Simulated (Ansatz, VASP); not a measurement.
ZnS: VASP beside Ansatz

```
Zn S
1.0
     0.00000    2.67777    2.67777
     2.67777    0.00000    2.67777
     2.67777    2.67777    0.00000
Zn S
1 1
Cartesian
  4.0067 4.0067 4.0067
  0.0000 0.0000 0.0000
```

Change from the starting cell: atom 1 moved by [-0.01, -0.01, -0.01] A.

Alike in both runs: task single point; functional PBEsol; k mesh 8 × 8 × 8; no spin polarisation.

```csv
,VASP,Ansatz
version,VASP 6.6.1,Ansatz 0.2.0
potentials or method,"VASP PAW PBE potentials, release 64 (Zn, S), cutoff 520 eV","all-electron LAPW, scalar-relativistic"
occupations,"gaussian, width 0.01 eV",fixed
```

Ansatz gave:

```
gap on the k mesh at the Fermi level (eV)                     : 2.07
pressure (GPa)                                                : 0.1
traceless stress, the component that is largest in VASP (GPa) : -0.25
rms of the force components (eV/Å)                            : 0.059
```

Q: Which values does VASP return?

A: gap on the k mesh at the Fermi level (eV): 2.08; pressure (GPa): 0.3; traceless stress, the component that is largest in VASP (GPa): -0.25; rms of the force components (eV/Å): 0.060.

VASP's potentials were made for PBE, not for PBEsol. Atom by atom the forces differ by 0.001 eV/Å (rms over components). Ansatz ran all-electron here, and VASP with PAW potentials.
